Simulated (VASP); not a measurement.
Here is a VASP 6.6.1 calculation.

The input INCAR:

```
PREC = Accurate ; ENCUT = 400
EDIFF = 1E-8 ; ISMEAR = -1
SIGMA = 0.03 ; LREAL = F
LASPH = T ; NELM = 120
ALGO = Normal ; ISIF = 2
LWAVE = F ; LCHARG = F
GGA = PS ; LEFG = T
ISYM = 0 ; NBANDS = 8
GGA_COMPAT = F
```

KPOINTS

```
regular mesh
0
Gamma
  13 13 15
```

The input POSCAR:

```
Sb
1.0
   -1.5351000000      1.5351000000      2.4800000000
    1.5351000000     -1.5351000000      2.4800000000
    1.5351000000      1.5351000000     -2.4800000000
Sb
1
Direct
    0.0000000000      0.0000000000      0.0000000000
```

Potentials or basis: VASP PAW PBE potentials, release 64 (Sb).

Command:

```sh
$ cat potpaw_PBE.64/Sb/POTCAR > POTCAR
$ mpirun -np 1 vasp_std > vasp.out
```

Problem. Predict the pressure.

Solution. 10.3 GPa.

Problem. What does it give for the band gap on the k mesh?

Solution. Zero (an odd number of electrons rules out a gap without spin polarisation).

Electric field gradients, principal values (V/Å²):
```
atom    least   middle  greatest (by size)
1 Sb  -15.826  -18.796              34.622
```

Caveat: the cell differs from its parent crystal (equal xx and yy strain of +2 %); the cell stands under pressure; without QUAD_EFG the Cq values of the log hold for a quadrupole moment of 1 mb, not for the nuclei; the PAW data sets were made with another functional, which shifts forces and pressure a little; spin-orbit coupling is left out, which moves the levels of the heavy elements; an odd number of electrons without spin polarisation forces a metal; a magnetic or distorted state may lie lower.
